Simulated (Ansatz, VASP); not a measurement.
One calculation of BeCd3S2, two programs

```
Be Cd S
1.0
     6.82090    0.00000    0.00000
    -3.41045    5.90708    0.00000
     0.00000    0.00000    3.75631
Be Cd S
1 3 2
Direct
  0.00000 0.00000 0.50000
  0.00000 0.50000 0.00000
  0.50000 0.50000 0.00000
  0.50000 0.00000 0.00000
  0.66667 0.33333 0.50000
  0.33333 0.66667 0.50000
```

Change from the starting cell: species swapped into the NdB2Ir3 type (P6/mmm, No. 191).

Alike in both runs: functional PBE; k mesh 6 × 6 × 10; occupations gaussian, width 0.1 eV; no spin polarisation.

Ansatz relaxed the structure, and its values are those at the end. VASP's run is a single point on that final structure, the one shown.

```csv
,VASP,Ansatz
version,VASP 6.6.1,Ansatz 0.2.0
potentials or method,"VASP PAW PBE potentials, release 64 (Be, Cd, S), cutoff 520 eV","scalar-relativistic, plane waves, PAW"
valence electrons in the cell,50,74
```

Ansatz gave:

| Quantity | Value |
| --- | --- |
| gap on the k mesh at the Fermi level (eV) | none |
| pressure (GPa) | 0.0 |

**Question.** Which values does VASP return?

**Answer.** gap on the k mesh at the Fermi level (eV): none; pressure (GPa): 0.3.

A gap of «none» marks a metal or a gap that the smearing closes. VASP's potentials hold 50 valence electrons a cell and Ansatz's 74, so a difference there can come from the potentials and not from the codes.
